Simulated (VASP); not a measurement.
Here is a VASP 6.6.1 calculation.

File INCAR:

```
  ALGO = Normal
  EDIFF = 1E-6
  ENCUT = 520
  GGA = PE
  ISIF = 2
  ISMEAR = 0
  LASPH = T
  LCHARG = F
  LREAL = F
  LWAVE = F
  NBANDS = 56
  NELM = 100
  PREC = Accurate
  SIGMA = 0.1
```

Contents of KPOINTS:

```
k-points
0
Gamma
  6 6 6
```

The input POSCAR:

```
Zn3Cd2S5
1.0
   -1.9811098768      1.9811098768     14.2405016992
    1.9811098768     -1.9811098768     14.2405016992
    1.9811098768      1.9811098768    -14.2405016992
Zn Cd S
3 2 5
Direct
    0.5923369399      0.5923369399      0.0000000000
    0.0000000000      0.0000000000      0.0000000000
    0.4076630601      0.4076630601      0.0000000000
    0.8057841213      0.8057841213      0.0000000000
    0.1942158787      0.1942158787      0.0000000000
    0.2500000000      0.7500000000      0.5000000000
    0.6381468443      0.1381468443      0.5000000000
    0.0461450269      0.5461450269      0.5000000000
    0.4538549731      0.9538549731      0.5000000000
    0.8618531557      0.3618531557      0.5000000000
```

Potentials or basis: VASP PAW PBE potentials, release 64 (Zn, Cd, S).

Run with:

```bash
$ cat potpaw_PBE.64/Zn/POTCAR potpaw_PBE.64/Cd/POTCAR potpaw_PBE.64/S/POTCAR > POTCAR
$ mpirun -np 1 vasp_std > vasp.out
```

Task: Predict the largest force.

Result: 0.021 eV/Å.

Task: Predict the pressure.

Result: 0.3 GPa.

Forces on the atoms (eV/Å):
```
Zn   0.000  0.000 -0.009
Zn   0.000  0.000  0.000
Zn   0.000  0.000  0.009
Cd   0.000  0.000  0.002
Cd   0.000  0.000 -0.002
S    0.000  0.000  0.000
S    0.000  0.000 -0.021
S    0.000  0.000  0.001
S    0.000  0.000 -0.001
S    0.000  0.000  0.021
```
